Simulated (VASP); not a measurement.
# NaY (Pm-3m) in VASP: notebook, part 2 of 2

VASP 6.6.1. The steps go on from the part before.

### 3 Single point, PBEsol

This run uses another cell than the first one, of 31.18 Å³/atom, 1.182 times its volume.

The input, INCAR:

```
ALGO     = Normal         # electronic algorithm
EDIFF    = 1E-6           # SCF threshold, eV
ENCUT    = 520            # plane-wave cutoff, eV
GGA      = PS             # functional
ISIF     = 2              # what is computed and relaxed
ISMEAR   = -1             # smearing method
LASPH    = True           # aspherical terms in the spheres
LCHARG   = False          # write CHGCAR
LREAL    = False          # projectors in reciprocal space
LWAVE    = False          # write WAVECAR
NBANDS   = 16             # bands
NELM     = 100            # most SCF steps
PREC     = Accurate       # precision mode
SIGMA    = 0.15           # smearing width, eV
```

The input, KPOINTS:

```
k-points
0
Gamma
  10 10 10
```

The input, POSCAR:

```
NaY
1.0
    3.9657264414      0.0000000000      0.0000000000
    0.0000000000      3.9657264414      0.0000000000
    0.0000000000      0.0000000000      3.9657264414
Na Y
1 1
Direct
    0.5000000000      0.5000000000      0.5000000000
    0.0000000000      0.0000000000      0.0000000000
```

Potentials or basis: VASP PAW PBE potentials, release 64 (Na_pv, Y_sv).

Command:

```bash
> cat potpaw_PBE.64/Na_pv/POTCAR potpaw_PBE.64/Y_sv/POTCAR > POTCAR
> mpirun -np 1 vasp_std > vasp.out
```

OUTCAR:

```text
EDIFF = 1E-6
   ENCUT = 520
   GGA = PS
   ISIF = 2
   ISMEAR = -1
   LASPH = True
   LREAL = False
   NELM = 100
   PREC = Accurate

 ion  position               nearest neighbor table
   1  0.500  0.500  0.500-   2 3.43   2 3.43   2 3.43   2 3.43   2 3.43   2 3.43   2 3.43   2 3.43

   2  0.000  0.000  0.000-   1 3.43   1 3.43   1 3.43   1 3.43   1 3.43   1 3.43   1 3.43   1 3.43

  LATTYP: Found a simple cubic cell.
 ALAT       =     3.9657264414

  Lattice vectors:

 A1 = (   3.9657264414,   0.0000000000,   0.0000000000)
 A2 = (   0.0000000000,   3.9657264414,   0.0000000000)
 A3 = (   0.0000000000,   0.0000000000,   3.9657264414)

Analysis of symmetry for initial positions (statically):
=====================================================================
 Subroutine PRICEL returns:
 Original cell was already a primitive cell.

 Routine SETGRP: Setting up the symmetry group for a
 simple cubic supercell.

 Subroutine GETGRP returns: Found 48 space group operations
 (whereof 48 operations were pure point group operations)
 out of a pool of 48 trial point group operations.

The static configuration has the point symmetry O_h .

Analysis of symmetry for dynamics (positions and initial velocities):
=====================================================================
 Subroutine PRICEL returns:
 Original cell was already a primitive cell.

 Routine SETGRP: Setting up the symmetry group for a
 simple cubic supercell.

 Subroutine GETGRP returns: Found 48 space group operations
 (whereof 48 operations were pure point group operations)
 out of a pool of 48 trial point group operations.

The dynamic configuration has the point symmetry O_h .

 Subroutine INISYM returns: Found 48 space group operations
 (whereof 48 operations are pure point group operations),
 and found     1 'primitive' translations

----------------------------------------------------------------------------------------

                                     Primitive cell

  volume of cell :      62.3689

  direct lattice vectors                    reciprocal lattice vectors
     3.965726441  0.000000000  0.000000000     0.252160610  0.000000000  0.000000000
     0.000000000  3.965726441  0.000000000     0.000000000  0.252160610  0.000000000
     0.000000000  0.000000000  3.965726441     0.000000000  0.000000000  0.252160610

  length of vectors
     3.965726441  3.965726441  3.965726441     0.252160610  0.252160610  0.252160610

  position of ions in fractional coordinates (direct lattice)
     0.500000000  0.500000000  0.500000000
     0.000000000  0.000000000  0.000000000

  ion indices of the primitive-cell ions
   primitive index   ion index
                 1           1
                 2           2

----------------------------------------------------------------------------------------

 KPOINTS: k-points

Automatic generation of k-mesh.
 Grid dimensions read from file:
 generate k-points for:   10   10   10

 Generating k-lattice:

  Cartesian coordinates                     Fractional coordinates (reciprocal lattice)
     0.025216061  0.000000000  0.000000000     0.100000000  0.000000000  0.000000000
     0.000000000  0.025216061  0.000000000     0.000000000  0.100000000  0.000000000
     0.000000000  0.000000000  0.025216061     0.000000000  0.000000000  0.100000000

  Length of vectors
     0.025216061  0.025216061  0.025216061

  Shift w.r.t. Gamma in fractional coordinates (k-lattice)
     0.000000000  0.000000000  0.000000000

 Subroutine IBZKPT returns following result:
 ===========================================

 Found     56 irreducible k-points:

 Following reciprocal coordinates:
            Coordinates               Weight
  0.000000  0.000000  0.000000      1.000000
  0.100000  0.000000  0.000000      6.000000
  0.200000  0.000000  0.000000      6.000000
  0.300000  0.000000  0.000000      6.000000
  0.400000  0.000000  0.000000      6.000000
  0.500000  0.000000  0.000000      3.000000
[... 16 lines left out ...]
  0.200000  0.100000  0.100000     24.000000
  0.300000  0.100000  0.100000     24.000000
 [... further k-points ...]
   k-points           NKPTS =     56   k-points in BZ     NKDIM =     56   number of bands    NBANDS=     16
   number of dos      NEDOS =    301   number of ions     NIONS =      2
   total plane-waves  NPLWV =  27000
   dimension x,y,z NGX =    30 NGY =   30 NGZ =   30
   dimension x,y,z NGXF=    60 NGYF=   60 NGZF=   60
   ions per type =               1   1
   NGX,Y,Z   is equivalent  to a cutoff of  12.58, 12.58, 12.58 a.u.
   NGXF,Y,Z  is equivalent  to a cutoff of  25.15, 25.15, 25.15 a.u.
 SYSTEM =  unknown system
   PREC   = accura    normal or accurate (medium, high low for compatibility)
   ISTART =      0    job   : 0-new  1-cont  2-samecut
   ICHARG =      2    charge: 1-file 2-atom 10-const
   ISPIN  =      1    spin polarized calculation?
   LNONCOLLINEAR =      F non collinear calculations
   LSORBIT =      F    spin-orbit coupling
   LASPH  =      T    aspherical Exc in radial PAW
   ENCUT  =  520.0 eV  38.22 Ry    6.18 a.u.   7.37  7.37  7.37*2*pi/ulx,y,z
   NELM   =    100;   NELMIN=  2; NELMDL= -5     # of ELM steps
   EDIFF  = 0.1E-05   stopping-criterion for ELM
   LREAL  =      F    real-space projection
   EDIFFG = 0.1E-04   stopping-criterion for IOM
   NSW    =      0    number of steps for IOM
   IBRION =     -1    ionic relax: 0-MD 1-quasi-New 2-CG
   NFREE  =      0    steps in history (QN), initial steepest desc. (CG)
   ISIF   =      2    stress and relaxation
   ISYM   =      2    0-nonsym 1-usesym 2-fastsym
   POTIM  = 0.5000    time-step for ionic-motion
   TEBEG  =    0.0;   TEEND  =   0.0 temperature during run
   PSTRESS=    0.0 pullay stress
   NELECT =      18.0000    total number of electrons
   NUPDOWN=      -1.0000    fix difference up-down
   EMIN   =  10.00;   EMAX   =-10.00  energy-range for DOS
   EFERMI =   0.00;   METHOD = LEGACY
   ISMEAR =    -1;   SIGMA  =   0.15  broadening in eV -4-tet -1-fermi 0-gaus
   EFERMI_NEDOS =   21; number of points for ismear=-14 and -15
   IALGO  =     38    algorithm
   IMIX   =      4    mixing-type and parameters
     AMIX     =   0.40;   BMIX     =  1.00
     AMIX_MAG =   1.60;   BMIX_MAG =  1.00
  volume/ion in A,a.u.               =      31.18       210.44
  Fermi-wavevector in a.u.,A,eV,Ry     =   1.081873  2.044443 15.924925  1.170449
  Thomas-Fermi vector in A             =   2.217900
   LORBIT       =      0    0 simple, 1 ext, 2 COOP (PROOUT), +10 PAW based schemes
   GGA     = PS    functional components
   LHFCALC =     F    Hartree Fock is set to
   AEXX    =    0.0000 exact exchange contribution
   IVDW    =     0    specifies the selected vdW correction
   LEPSILON=     F    determine dielectric tensor
   LRPA    =     F    only Hartree local field effects (RPA)
 non-spin polarized calculation
  energy-cutoff  :      520.00
  volume of cell :       62.37
 maximum number of plane-waves:      1743
 NGX is ok and might be reduce to    30
   NGX = 15   NGY = 15   NGZ = 15

 number of electron      18.0000000 magnetization

 Free energy of the ion-electron system (eV)
  ---------------------------------------------------
  ext. energy  EPLUGINS =         0.00000000
  ---------------------------------------------------
  free energy    TOTEN  =        -7.41331311 eV

  energy without entropy =       -7.21051642  energy(sigma->0) =       -7.31191476

 E-fermi :   1.9449     XC(G=0):  -8.5144

 val. band max:        1.9418644027   @ k =   0.2000   0.1000   0.0000
 cond. band min:       1.9465623673   @ k =   0.4000   0.4000   0.3000
 fundamental gap:      0.0046979646
 Fermi energy:         1.9449398533

 k-point     1 :       0.0000    0.0000    0.0000
  band No.  band energies     occupation
      1     -41.4544      2.00000
      2     -21.6096      2.00000
      3     -21.6096      2.00000
      4     -21.6096      2.00000
      5     -21.3465      2.00000
      6     -21.3465      2.00000
[... 8 lines left out ...]
     15       7.5238      0.00000
     16       7.5238      0.00000

 k-point     2 :       0.1000    0.0000    0.0000
  band No.  band energies     occupation
      1     -41.4539      2.00000
      2     -21.6096      2.00000
      3     -21.6075      2.00000
      4     -21.6075      2.00000
      5     -21.3584      2.00000
      6     -21.3478      2.00000
[... 8 lines left out ...]
     15       7.7767      0.00000
     16       7.7767      0.00000
[... 387 lines left out ...]
      5     -21.3939      2.00000
      6     -21.3592      2.00000
[... 8 lines left out ...]
     15       8.0437      0.00000
     16       8.1133      0.00000

 k-point    24 :       0.3000    0.1000    0.1000
  band No.  band energies     occupation
      1     -41.4497      2.00000
      2     -21.6176      2.00000
      3     -21.5965      2.00000
      4     -21.5905      2.00000
      5     -21.4264      2.00000
      6     -21.3638      2.00000
[... 8 lines left out ...]
     15       8.5656      0.00000
     16       8.6361      0.00000

 [... further k-points ...]
[... 5 lines left out ...]
  --------------------------------------------------------------------------------------
  -------------------------------------------------------------------------------------
  Total       -0.0045404     -0.0045404     -0.0045404      0.0000000      0.0000000      0.0000000
  in kB       -0.1166364     -0.1166364     -0.1166364      0.0000000      0.0000000      0.0000000
  external PRESSURE =      -0.1166364 kB  Pullay stress =       0.0000000 kB

 VOLUME and BASIS-vectors are now :
 -----------------------------------------------------------------------------
  energy-cutoff  :      520.00
  volume of cell :       62.37
      direct lattice vectors                 reciprocal lattice vectors
     3.965726441  0.000000000  0.000000000     0.252160610  0.000000000  0.000000000
     0.000000000  3.965726441  0.000000000     0.000000000  0.252160610  0.000000000
     0.000000000  0.000000000  3.965726441     0.000000000  0.000000000  0.252160610

 POSITION                                       TOTAL-FORCE (eV/Angst)
 -----------------------------------------------------------------------------------
      1.98286      1.98286      1.98286         0.000000      0.000000      0.000000
      0.00000      0.00000      0.00000         0.000000      0.000000      0.000000
 -----------------------------------------------------------------------------------
    total drift:                                0.000000      0.000000      0.000000

  FREE ENERGIE OF THE ION-ELECTRON SYSTEM (eV)
  ---------------------------------------------------
  free  energy   TOTEN  =        -7.4133131120 eV

  energy  without entropy=       -7.2105164177  energy(sigma->0) =       -7.31191476
```

Wall time 41 s (1 thread of Intel Xeon Platinum 8259CL at 2.50GHz (Skylake/Cascade Lake), shared host); peak memory 0.22 GiB.

What came out:

```
Free energy            : -7.4133 eV
Pressure               : 0.0 GPa
Band gap on the k mesh : zero (band 9 reaches 2.19 eV, above the bottom of band 10 at 1.55 eV)
```

Caveat: the PAW data sets were made with another functional, which shifts forces and pressure a little.
